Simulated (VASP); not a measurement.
Here is a VASP 6.6.1 calculation.

The input POSCAR:

```
Sb
1.0
    3.1600000000      0.0000000000      0.0000000000
    0.0000000000      3.1600000000      0.0000000000
    0.0000000000      0.0000000000      3.1600000000
Sb
1
Direct
    0.0000000000      0.0000000000      0.0000000000
```

The input INCAR.step1:

```
ALGO = Normal
EDIFF = 1E-4
ENCUT = 600
GGA = PE
ISMEAR = 0
LASPH = True
LCHARG = False
LREAL = False
LWAVE = True
NELM = 100
PREC = Accurate
SIGMA = 0.1
```

Contents of INCAR.step2:

```
ALGO = Normal
EDIFF = 1E-6
EDIFFG = -0.02
ENCUT = 600
IBRION = 2
ISIF = 3
ISMEAR = 0
ISTART = 1
LASPH = True
LCHARG = False
LMIXTAU = True
LREAL = False
LWAVE = False
METAGGA = R2SCAN
NELM = 100
NSW = 80
PREC = Accurate
PSTRESS = 100.0
SIGMA = 0.1
```

File KPOINTS:

```
k-points
0
Gamma
  14 14 14
```

Potentials or basis: VASP PAW PBE potentials, release 64 (Sb).

Launch:

```sh
$ cat potpaw_PBE.64/Sb/POTCAR > POTCAR
$ cp INCAR.step1 INCAR
$ mpirun -np 1 vasp_std > vasp.out
$ cp INCAR.step2 INCAR
$ mpirun -np 1 vasp_std > vasp.out
```

Predict the relaxed volume.

25.94 Å³/atom.

Estimate the space group after relaxing (to 0.1 Å).

Pm-3m (No. 221).

Estimate the relaxed cell.

a = 2.960 Å, b = 2.960 Å, c = 2.960 Å, α = 90.00°, β = 90.00°, γ = 90.00°.

Final structure:
```cif
data_structure
_symmetry_space_group_name_H-M 'P 1'
_symmetry_Int_Tables_number 1
_cell_length_a 2.9603
_cell_length_b 2.9603
_cell_length_c 2.9603
_cell_angle_alpha 90.000
_cell_angle_beta 90.000
_cell_angle_gamma 90.000
_cell_volume 25.94
loop_
_atom_site_label
_atom_site_type_symbol
_atom_site_fract_x
_atom_site_fract_y
_atom_site_fract_z
_atom_site_occupancy
Sb1 Sb 0.00000 0.00000 0.00000 1
```

Caveat: the cell is relaxed towards a set pressure, so the run minimises the enthalpy, not the energy; the volume moved by over 15 % at a fixed basis, so the end points are rough; the PAW data sets were made with another functional, which shifts forces and pressure a little; an odd number of electrons without spin polarisation forces a metal; a magnetic or distorted state may lie lower.
